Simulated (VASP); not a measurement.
# Rh (P6_3/mmc) in VASP: notebook

Rh is run at these levels: LDA; tasks: single point, relaxation of cell and atoms.

Program: VASP 6.6.1. These are calculated values, not measurements. Logs are shortened: lines on timing, memory, paths and dates and some standing lists are left out, and cuts for length are marked.

## 1. The cell of the first run

Symmetry: P6_3/mmc, No. 194, hexagonal system. Conventional cell: a = 2.652 Å, b = 2.652 Å, c = 4.342 Å, α = 90.00°, β = 90.00°, γ = 120.00°. Within 3.5 Å of Rh (site symmetry -6m2) lie 12 Rh at 2.65 to 2.66 Å.

This isn't the form of Rh at room conditions, which is fcc.

## 2. Single point, LDA

The input, INCAR:

```
SYSTEM = Rh
ALGO = Normal ; EDIFF = 1E-6
ENCUT = 500 ; GGA_COMPAT = .FALSE.
ISIF = 2 ; ISMEAR = 0
LASPH = .TRUE. ; LCHARG = .FALSE.
LREAL = .FALSE. ; LWAVE = .FALSE.
NBANDS = 22 ; NELM = 120
PREC = Accurate ; SIGMA = 0.05
```

The input, KPOINTS:

```
k-points
0
G
  7 7 4
  0 0 0
```

The input, POSCAR:

```
Rh
1.0
    2.6523256029      0.0000000000      0.0000000000
   -1.3261628014      2.2969813512      0.0000000000
    0.0000000000      0.0000000000      4.3421463276
Rh
2
Direct
    0.3333333333      0.6666666667      0.2500000000
    0.6666666667      0.3333333333      0.7500000000
```

Potentials or basis: VASP PAW LDA potentials, release 64 (Rh_pv).

Command:

```
$ cat potpaw_LDA.64/Rh_pv/POTCAR > POTCAR
$ mpirun -np 1 vasp_std > vasp.out
```

OUTCAR:

```text
SYSTEM = Rh
   EDIFF = 1E-6
   ENCUT = 500
   ISIF = 2
   ISMEAR = 0
   LASPH = .TRUE.
   LREAL = .FALSE.
   NELM = 120
   PREC = Accurate

 ion  position               nearest neighbor table
   1  0.333  0.667  0.250-   2 2.66   2 2.66   2 2.66   2 2.66   2 2.66   2 2.66
   2  0.667  0.333  0.750-   1 2.66   1 2.66   1 2.66   1 2.66   1 2.66   1 2.66

  LATTYP: Found a hexagonal cell.
 ALAT       =     2.6523256029
 C/A-ratio  =     1.6371090800

  Lattice vectors:

 A1 = (   2.6523256029,   0.0000000000,   0.0000000000)
 A2 = (  -1.3261628014,   2.2969813512,   0.0000000000)
 A3 = (   0.0000000000,   0.0000000000,   4.3421463276)

Analysis of symmetry for initial positions (statically):
=====================================================================
 Subroutine PRICEL returns:
 Original cell was already a primitive cell.

 Routine SETGRP: Setting up the symmetry group for a
 hexagonal supercell.

 Subroutine GETGRP returns: Found 24 space group operations
 (whereof 12 operations were pure point group operations)
 out of a pool of 24 trial point group operations.

The static configuration has the point symmetry D_3d.
 The point group associated with its full space group is D_6h.

Analysis of symmetry for dynamics (positions and initial velocities):
=====================================================================
 Subroutine PRICEL returns:
 Original cell was already a primitive cell.

 Routine SETGRP: Setting up the symmetry group for a
 hexagonal supercell.

 Subroutine GETGRP returns: Found 24 space group operations
 (whereof 12 operations were pure point group operations)
 out of a pool of 24 trial point group operations.

The dynamic configuration has the point symmetry D_3d.
 The point group associated with its full space group is D_6h.

 Subroutine INISYM returns: Found 24 space group operations
 (whereof 12 operations are pure point group operations),
 and found     1 'primitive' translations

----------------------------------------------------------------------------------------

                                     Primitive cell

  volume of cell :      26.4538

  direct lattice vectors                    reciprocal lattice vectors
     2.652325603  0.000000000  0.000000000     0.377027616  0.217676996  0.000000000
    -1.326162801  2.296981351  0.000000000     0.000000000  0.435353992  0.000000000
     0.000000000  0.000000000  4.342146328     0.000000000  0.000000000  0.230300852

  length of vectors
     2.652325603  2.652325603  4.342146328     0.435353992  0.435353992  0.230300852

  position of ions in fractional coordinates (direct lattice)
     0.333333333  0.666666667  0.250000000
     0.666666667  0.333333333  0.750000000

  ion indices of the primitive-cell ions
   primitive index   ion index
                 1           1
                 2           2

----------------------------------------------------------------------------------------

 KPOINTS: k-points

Automatic generation of k-mesh.
 Grid dimensions read from file:
 generate k-points for:    7    7    4

 Generating k-lattice:

  Cartesian coordinates                     Fractional coordinates (reciprocal lattice)
     0.053861088  0.031096714  0.000000000     0.142857143  0.000000000  0.000000000
     0.000000000  0.062193427  0.000000000     0.000000000  0.142857143  0.000000000
     0.000000000  0.000000000  0.057575213     0.000000000  0.000000000  0.250000000

  Length of vectors
     0.062193427  0.062193427  0.057575213

  Shift w.r.t. Gamma in fractional coordinates (k-lattice)
     0.000000000  0.000000000  0.000000000

 Subroutine IBZKPT returns following result:
 ===========================================

 Found     24 irreducible k-points:

 Following reciprocal coordinates:
            Coordinates               Weight
  0.000000  0.000000  0.000000      1.000000
  0.142857  0.000000  0.000000      6.000000
  0.285714  0.000000  0.000000      6.000000
  0.428571  0.000000  0.000000      6.000000
  0.142857  0.142857  0.000000      6.000000
  0.285714  0.142857  0.000000     12.000000
[... 16 lines left out ...]
  0.428571  0.142857  0.500000      6.000000
  0.285714  0.285714  0.500000      6.000000
   k-points           NKPTS =     24   k-points in BZ     NKDIM =     24   number of bands    NBANDS=     22
   number of dos      NEDOS =    301   number of ions     NIONS =      2
   total plane-waves  NPLWV =  12800
   dimension x,y,z NGX =    20 NGY =   20 NGZ =   32
   dimension x,y,z NGXF=    40 NGYF=   40 NGZF=   64
   ions per type =               2
   NGX,Y,Z   is equivalent  to a cutoff of  12.54, 12.54, 12.25 a.u.
   NGXF,Y,Z  is equivalent  to a cutoff of  25.07, 25.07, 24.50 a.u.
 SYSTEM =  Rh
   PREC   = accura    normal or accurate (medium, high low for compatibility)
   ISTART =      0    job   : 0-new  1-cont  2-samecut
   ICHARG =      2    charge: 1-file 2-atom 10-const
   ISPIN  =      1    spin polarized calculation?
   LNONCOLLINEAR =      F non collinear calculations
   LSORBIT =      F    spin-orbit coupling
   LASPH  =      T    aspherical Exc in radial PAW
   ENCUT  =  500.0 eV  36.75 Ry    6.06 a.u.   4.84  4.84  7.92*2*pi/ulx,y,z
   NELM   =    120;   NELMIN=  2; NELMDL= -5     # of ELM steps
   EDIFF  = 0.1E-05   stopping-criterion for ELM
   LREAL  =      F    real-space projection
[... 7 lines left out ...]
   TEBEG  =    0.0;   TEEND  =   0.0 temperature during run
   PSTRESS=    0.0 pullay stress
   NELECT =      30.0000    total number of electrons
   NUPDOWN=      -1.0000    fix difference up-down
   EMIN   =  10.00;   EMAX   =-10.00  energy-range for DOS
   EFERMI =   0.00;   METHOD = LEGACY
   ISMEAR =     0;   SIGMA  =   0.05  broadening in eV -4-tet -1-fermi 0-gaus
   EFERMI_NEDOS =   21; number of points for ismear=-14 and -15
   IALGO  =     38    algorithm
   IMIX   =      4    mixing-type and parameters
     AMIX     =   0.40;   BMIX     =  1.00
     AMIX_MAG =   1.60;   BMIX_MAG =  1.00
  volume/ion in A,a.u.               =      13.23        89.26
  Fermi-wavevector in a.u.,A,eV,Ry     =   1.707205  3.226150 39.654843  2.914549
  Thomas-Fermi vector in A             =   2.786100
   LORBIT       =      0    0 simple, 1 ext, 2 COOP (PROOUT), +10 PAW based schemes
   GGA     = CA    functional components
   LHFCALC =     F    Hartree Fock is set to
   AEXX    =    0.0000 exact exchange contribution
   IVDW    =     0    specifies the selected vdW correction
   LEPSILON=     F    determine dielectric tensor
   LRPA    =     F    only Hartree local field effects (RPA)
 non-spin polarized calculation
 Gauss-broadening in eV      SIGMA  =   0.05
  energy-cutoff  :      500.00
  volume of cell :       26.45
 maximum number of plane-waves:       687
 NGX is ok and might be reduce to    20
   NGX =  9   NGY =  9   NGZ = 15

 number of electron      30.0000001 magnetization

 Free energy of the ion-electron system (eV)
  ---------------------------------------------------
  ext. energy  EPLUGINS =         0.00000000
  ---------------------------------------------------
  free energy    TOTEN  =       -17.37518932 eV

  energy without entropy =      -17.37258271  energy(sigma->0) =      -17.37388601

 E-fermi :  12.6224     XC(G=0): -14.5991

 val. band max:       12.6170084664   @ k =   0.0000   0.0000   0.2500
 cond. band min:      12.6337140503   @ k =   0.2857   0.1429   0.0000
 fundamental gap:      0.0167055838
 Fermi energy:        12.6223796479

 k-point     1 :       0.0000    0.0000    0.0000
  band No.  band energies     occupation
      1     -34.6013      2.00000
      2     -33.9139      2.00000
      3     -33.9139      2.00000
      4     -33.7988      2.00000
      5     -33.7988      2.00000
      6     -33.7540      2.00000
[... 14 lines left out ...]
     21      30.4597      0.00000
     22      31.2865      0.00000

 k-point     2 :       0.1429    0.0000    0.0000
  band No.  band energies     occupation
      1     -34.5477      2.00000
      2     -34.0387      2.00000
      3     -33.9528      2.00000
      4     -33.9267      2.00000
      5     -33.8195      2.00000
      6     -33.7749      2.00000
[... 14 lines left out ...]
     21      31.2231      0.00000
     22      31.5612      0.00000

 k-point     3 :       0.2857    0.0000    0.0000
  band No.  band energies     occupation
      1     -34.4097      2.00000
      2     -34.3191      2.00000
      3     -34.2028      2.00000
      4     -34.0360      2.00000
      5     -33.8694      2.00000
      6     -33.8392      2.00000
[... 14 lines left out ...]
     21      29.0803      0.00000
     22      29.2868      0.00000

 k-point     4 :       0.4286    0.0000    0.0000
  band No.  band energies     occupation
      1     -34.5429      2.00000
      2     -34.4143      2.00000
      3     -34.2584      2.00000
      4     -34.1000      2.00000
      5     -33.9310      2.00000
      6     -33.9112      2.00000
[... 14 lines left out ...]
     21      26.3318      0.00000
     22      27.3157      0.00000

 k-point     5 :       0.1429    0.1429    0.0000
  band No.  band energies     occupation
      1     -34.4514      2.00000
      2     -34.1993      2.00000
      3     -34.1618      2.00000
      4     -33.9923      2.00000
      5     -33.8853      2.00000
      6     -33.8180      2.00000
[... 417 lines left out ...]
 k-point    22 :       0.2857    0.1429    0.5000
  band No.  band energies     occupation
      1     -34.4865      2.00000
      2     -34.4865      2.00000
      3     -34.0895      2.00000
      4     -34.0895      2.00000
      5     -33.9503      2.00000
      6     -33.9503      2.00000
[... 14 lines left out ...]
     21      28.2333      0.00000
     22      28.2333      0.00000

 k-point    23 :       0.4286    0.1429    0.5000
  band No.  band energies     occupation
      1     -34.5685      2.00000
      2     -34.5685      2.00000
      3     -34.1309      2.00000
      4     -34.1309      2.00000
      5     -33.9452      2.00000
      6     -33.9452      2.00000
[... 14 lines left out ...]
     21      27.3544      0.00000
     22      27.3544      0.00000

 k-point    24 :       0.2857    0.2857    0.5000
  band No.  band energies     occupation
      1     -34.4910      2.00000
      2     -34.4910      2.00000
      3     -34.2555      2.00000
      4     -34.2555      2.00000
      5     -33.9308      2.00000
      6     -33.9308      2.00000
[... 14 lines left out ...]
     21      23.8948      0.00000
     22      23.8948      0.00000

------------------------ aborting loop because EDIFF is reached ----------------------------------------

  FORCE on cell =-STRESS in cart. coord.  units (eV):
  Direction    XX          YY          ZZ          XY          YZ          ZX
  --------------------------------------------------------------------------------------
  -------------------------------------------------------------------------------------
  Total        0.1432115      0.1432115      0.1414705      0.0000000      0.0000000      0.0000000
  in kB        8.6736061      8.6736061      8.5681603      0.0000000      0.0000000      0.0000000
  external PRESSURE =       8.6384575 kB  Pullay stress =       0.0000000 kB

 VOLUME and BASIS-vectors are now :
 -----------------------------------------------------------------------------
  energy-cutoff  :      500.00
  volume of cell :       26.45
      direct lattice vectors                 reciprocal lattice vectors
     2.652325603  0.000000000  0.000000000     0.377027616  0.217676996  0.000000000
    -1.326162801  2.296981351  0.000000000     0.000000000  0.435353992  0.000000000
     0.000000000  0.000000000  4.342146328     0.000000000  0.000000000  0.230300852

 POSITION                                       TOTAL-FORCE (eV/Angst)
 -----------------------------------------------------------------------------------
     -0.00000      1.53132      1.08554         0.000000     -0.000000      0.000000
      1.32616      0.76566      3.25661        -0.000000      0.000000      0.000000
 -----------------------------------------------------------------------------------
    total drift:                               -0.000000      0.000000     -0.000000

  FREE ENERGIE OF THE ION-ELECTRON SYSTEM (eV)
  ---------------------------------------------------
  free  energy   TOTEN  =       -17.3751893174 eV

  energy  without entropy=      -17.3725827118  energy(sigma->0) =      -17.37388601
```

It took 9.1 s on 1 thread of Intel Xeon Platinum 8488C (Sapphire Rapids), shared host; peak memory 0.12 GiB.

Results:

- Free energy: -17.3752 eV
- Pressure: 0.9 GPa
- Band gap on the k mesh: zero (bands 15 and 16 overlap by 2.31 eV)

Caveat: the k points lie up to 0.39 Å⁻¹ apart, too coarse for converged energies and pressures of a metal.

## 3. Single point, LDA

This run uses another cell than the first one, of 13.27 Å³/atom.

The input, INCAR:

```
PREC = Accurate
ENCUT = 500
EDIFF = 1E-6
ISMEAR = 0
SIGMA = 0.05
LREAL = False
LASPH = True
NELM = 120
ALGO = Normal
ISIF = 2
LWAVE = False
LCHARG = False
NBANDS = 22
GGA_COMPAT = False
```

The input, KPOINTS:

```
Automatic mesh
0
Gamma
  8 8 4
```

The input, POSCAR:

```
Rh
1.0
    2.6765190479      0.0000000000      0.0000000000
   -1.3382595240      2.3179334892      0.0000000000
    0.0000000000      0.0000000000      4.2794770173
Rh
2
Direct
    0.3333333333      0.6666666667      0.2500000000
    0.6666666667      0.3333333333      0.7500000000
```

Potentials or basis: VASP PAW LDA potentials, release 64 (Rh_pv).

Command:

```
$ cat potpaw_LDA.64/Rh_pv/POTCAR > POTCAR
$ mpirun -np 1 vasp_std > vasp.out
```

OUTCAR:

```text
PREC = Accurate
   ENCUT = 500
   EDIFF = 1E-6
   ISMEAR = 0
   LREAL = False
   LASPH = True
   NELM = 120
   ISIF = 2

 ion  position               nearest neighbor table
   1  0.333  0.667  0.250-   2 2.64   2 2.64   2 2.64   2 2.64   2 2.64   2 2.64
   2  0.667  0.333  0.750-   1 2.64   1 2.64   1 2.64   1 2.64   1 2.64   1 2.64

  LATTYP: Found a hexagonal cell.
 ALAT       =     2.6765190479
 C/A-ratio  =     1.5988965297

  Lattice vectors:

 A1 = (   2.6765190479,   0.0000000000,   0.0000000000)
 A2 = (  -1.3382595240,   2.3179334892,   0.0000000000)
[... 192 lines left out ...]
      5     -33.8292      2.00000
      6     -33.8292      2.00000
[... 589 lines left out ...]
     21      29.1868      0.00000
     22      29.1868      0.00000

 [... further k-points ...]
[... 5 lines left out ...]
  --------------------------------------------------------------------------------------
  -------------------------------------------------------------------------------------
  Total        0.1584086      0.1584086      0.1715833     -0.0000000      0.0000000      0.0000000
  in kB        9.5593281      9.5593281     10.3543705     -0.0000000      0.0000000      0.0000000
  external PRESSURE =       9.8243423 kB  Pullay stress =       0.0000000 kB

 VOLUME and BASIS-vectors are now :
 -----------------------------------------------------------------------------
  energy-cutoff  :      500.00
  volume of cell :       26.55
      direct lattice vectors                 reciprocal lattice vectors
     2.676519048  0.000000000  0.000000000     0.373619609  0.215709382  0.000000000
    -1.338259524  2.317933489  0.000000000     0.000000000  0.431418764  0.000000000
     0.000000000  0.000000000  4.279477017     0.000000000  0.000000000  0.233673413

 POSITION                                       TOTAL-FORCE (eV/Angst)
 -----------------------------------------------------------------------------------
     -0.00000      1.54529      1.06987        -0.000000      0.000000      0.000000
      1.33826      0.77264      3.20961         0.000000     -0.000000      0.000000
 -----------------------------------------------------------------------------------
    total drift:                               -0.000000      0.000000     -0.000000

  FREE ENERGIE OF THE ION-ELECTRON SYSTEM (eV)
  ---------------------------------------------------
  free  energy   TOTEN  =       -17.2695698068 eV

  energy  without entropy=      -17.2637658483  energy(sigma->0) =      -17.26666783
```

OSZICAR:

```text
N       E                     dE             d eps       ncg     rms          rms(c)
DAV:   1     0.324833392274E+03    0.32483E+03   -0.18605E+04  1336   0.156E+03
DAV:   2    -0.109501589823E+02   -0.33578E+03   -0.32289E+03  1374   0.473E+02
DAV:   3    -0.183206099321E+02   -0.73705E+01   -0.73239E+01  1572   0.795E+01
DAV:   4    -0.183693381505E+02   -0.48728E-01   -0.48725E-01  1466   0.652E+00
DAV:   5    -0.183701108222E+02   -0.77267E-03   -0.77267E-03  1554   0.849E-01    0.167E+01
DAV:   6    -0.173250213898E+02    0.10451E+01   -0.23126E+00  1434   0.163E+01    0.581E+00
DAV:   7    -0.172787153892E+02    0.46306E-01   -0.60806E-02  1548   0.213E+00    0.247E+00
DAV:   8    -0.172701165967E+02    0.85988E-02   -0.13164E-02  1392   0.137E+00    0.434E-01
DAV:   9    -0.172695560726E+02    0.56052E-03   -0.65732E-04  1512   0.317E-01    0.631E-02
DAV:  10    -0.172695700053E+02   -0.13933E-04   -0.75560E-06  1514   0.256E-02    0.676E-03
DAV:  11    -0.172695698068E+02    0.19850E-06   -0.10858E-06   888   0.111E-02
   1 F= -.17269570E+02 E0= -.17266668E+02  d E =-.580396E-02
```

stdout:

```text
POSCAR found type information on POSCAR Rh
 POSCAR found :  1 types and       2 ions
 scaLAPACK will be used
 LDA part: xc-table for (Slater(with rela. corr.)+CA(PZ))
 , standard interpolation
 POSCAR, INCAR and KPOINTS ok, starting setup
 FFT: planning ... GRIDC
 FFT: planning ... GRID_SOFT
 FFT: planning ... GRID
 WAVECAR not read
 entering main loop
```

Wall time 13 s (1 thread of Intel Xeon Platinum 8488C (Sapphire Rapids), shared host); peak memory 0.13 GiB.

What came out:

- Free energy: -17.2696 eV
- Pressure: 1.0 GPa
- Band gap on the k mesh: zero (bands 15 and 16 overlap by 2.30 eV)

Caveat: the k points lie up to 0.37 Å⁻¹ apart, too coarse for converged energies and pressures of a metal.

(Continued in part 2 of 2.)
